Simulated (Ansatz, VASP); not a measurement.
# Ti: VASP beside Ansatz

```
Ti
1.0
    -1.64100    1.64100    1.69023
     1.64100   -1.64100    1.69023
     1.64100    1.64100   -1.69023
Ti
1
Direct
  0.00000 0.00000 0.00000
```

Change from the starting cell: zz strain of +3 %.

Alike in both runs: task single point; functional PBEsol; k mesh 14 × 14 × 14; occupations fermi-dirac, width 0.05 eV; no spin polarisation.

|  | VASP | Ansatz |
| --- | --- | --- |
| version | VASP 6.6.1 | Ansatz 0.2.0 |
| potentials or method | VASP PAW PBE potentials, release 64 (Ti_sv), cutoff 520 eV | all-electron LAPW, scalar-relativistic |

```tsv
	VASP	Ansatz	Ansatz less VASP
pressure (GPa)	-9.3	-9.2	+0.14
traceless stress, the component that is largest in VASP (GPa)	0.44	0.44	+0.002
```

VASP's potentials were made for PBE, not for PBEsol. Ansatz ran all-electron here, and VASP with PAW potentials.
